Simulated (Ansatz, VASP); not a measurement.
KZnCl3 in VASP and in Ansatz

Contents of INCAR:

```
SYSTEM = KZnCl3
PREC     = Accurate       ! precision mode
ENCUT    = 520            ! plane-wave cutoff, eV
EDIFF    = 1E-7           ! SCF threshold, eV
ISMEAR   = -1             ! smearing method
SIGMA    = 0.02           ! smearing width, eV
LREAL    = .False.        ! projectors in reciprocal space
LASPH    = .True.         ! aspherical terms in the spheres
NELM     = 100            ! most SCF steps
ALGO     = Normal         ! electronic algorithm
ISIF     = 2              ! what is computed and relaxed
LWAVE    = .False.        ! write WAVECAR
LCHARG   = .False.        ! write CHGCAR
GGA      = PE             ! functional
NBANDS   = 29             ! bands
```

The input KPOINTS:

```
Automatic mesh
0
Gamma
  6 6 6
  0 0 0
```

Contents of POSCAR:

```
KZnCl3
1.0
    4.7041104778      0.0000000000      0.0000000000
    0.0000000000      4.9001150810      0.0000000000
    0.0000000000      0.0000000000      4.9001150810
K Zn Cl
1 1 3
Direct
    0.0000000000      0.0000000000      0.0000000000
    0.5000000000      0.5000000000      0.5000000000
    0.5000000000      0.5000000000      0.0000000000
    0.5000000000      0.0000000000      0.5000000000
    0.0000000000      0.5000000000      0.5000000000
```

Input for Ansatz:

```yaml
crystal:
  lattice:
    - [4.7041104778, 0.0, 0.0]
    - [0.0, 4.900115081, 0.0]
    - [0.0, 0.0, 4.900115081]
  atoms:
    - { symbol: K, position: [0.0, 0.0, 0.0] }
    - { symbol: Zn, position: [0.5, 0.5, 0.5] }
    - { symbol: Cl, position: [0.5, 0.5, 0.0] }
    - { symbol: Cl, position: [0.5, 0.0, 0.5] }
    - { symbol: Cl, position: [0.0, 0.5, 0.5] }
kpoints:
  mp_grid: { grid: [6, 6, 6] }
  band_path:
    path: [[0.0, 0.0, 0.0], [0.0, 0.5, 0.0], [0.5, 0.5, 0.0], [0.5, 0.5, 0.5]]
    npoints: 1
hamiltonian:
  xc: pbe
scf:
  occupations: { method: fermi_dirac, width: 0.02 }
  n_extra_bands: 5
output:
  forces: true
  stress: true
  eigenvalues: true
```

Change from the starting cell: uniaxial_x strain -4.0%.

Alike in both runs: task single point; functional PBE; k mesh 6 × 6 × 6; occupations fermi-dirac, width 0.02 eV; no spin polarisation.

|  | VASP | Ansatz |
| --- | --- | --- |
| version | VASP 6.6.1 | Ansatz 0.2.0 |
| potentials or method | VASP PAW PBE potentials, release 64 (K_sv, Zn, Cl) | plane waves, PAW |
| plane-wave cutoff (eV) | 520 | 420 |
| valence electrons in the cell | 42 | 42 |

|  | VASP | Ansatz | Ansatz less VASP |
| --- | --- | --- | --- |
| gap on the k mesh at the Fermi level (eV) | 1.64 | 1.65 | +0.009 |
| pressure (GPa) | 3.7 | 3.6 | -0.05 |
| traceless stress, the component that is largest in VASP (GPa) | 1.37 | 1.34 | -0.029 |

The functional is the same, so the differences come from potentials, cutoffs and numerics.
